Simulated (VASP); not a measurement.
Write the native input for VASP 6.6.1 that does the following.

- Task: single point
- Functional: PBEsol
- Potentials or basis: VASP PAW PBE potentials, release 64 (Na_pv, I)
- Cutoff: 520 eV
- k mesh: 8 × 8 × 8
- Occupations: gaussian, width 0.02 eV
- Spin: no spin polarisation
- Dipole correction: no
- Further INCAR settings: ALGO = Normal; EDIFF = 1e-07; NBANDS = 14

The structure of NaI lies in POSCAR:

```
NaI
1.0
    3.8191841678      0.0000000000      0.0000000000
    0.0000000000      3.8191841678      0.0000000000
    0.0000000000      0.0000000000      3.8191841678
Na I
1 1
Direct
    0.0000000000      0.0000000000      0.0000000000
    0.5000000000      0.5000000000      0.5000000000
```

This cell differs from its parent crystal: Cl replaced by I, lengths x 1.083, strained.

One way to write it, as run:

INCAR

```
SYSTEM = NaI
PREC = Accurate ; ENCUT = 520
EDIFF = 1E-7 ; ISMEAR = 0
SIGMA = 0.02 ; LREAL = .FALSE.
LASPH = .TRUE. ; NELM = 100
ALGO = Normal ; ISIF = 2
LWAVE = .FALSE. ; LCHARG = .FALSE.
GGA = PS ; NBANDS = 14
```

KPOINTS

```
regular mesh
0
G
  8 8 8
  0 0 0
```

Potentials or basis: VASP PAW PBE potentials, release 64 (Na_pv, I).

The run is started by

```bash
$ cat potpaw_PBE.64/Na_pv/POTCAR potpaw_PBE.64/I/POTCAR > POTCAR
$ mpirun -np 1 vasp_std > vasp.out
```

It gave:

```json
{
  "Pressure": "3.4 GPa",
  "Band gap on the k mesh": "2.31 eV, direct"
}
```

Caveat: the cell differs from its parent crystal (Cl replaced by I, lengths x 1.083, strained); the PAW data sets were made with another functional, which shifts forces and pressure a little; spin-orbit coupling is left out, which moves the levels of the heavy elements.

Run time: 13 s on 1 thread of Intel(R) Xeon(R) Platinum 8488C (Sapphire Rapids), with other jobs on the host, peak memory 0.16 GiB.
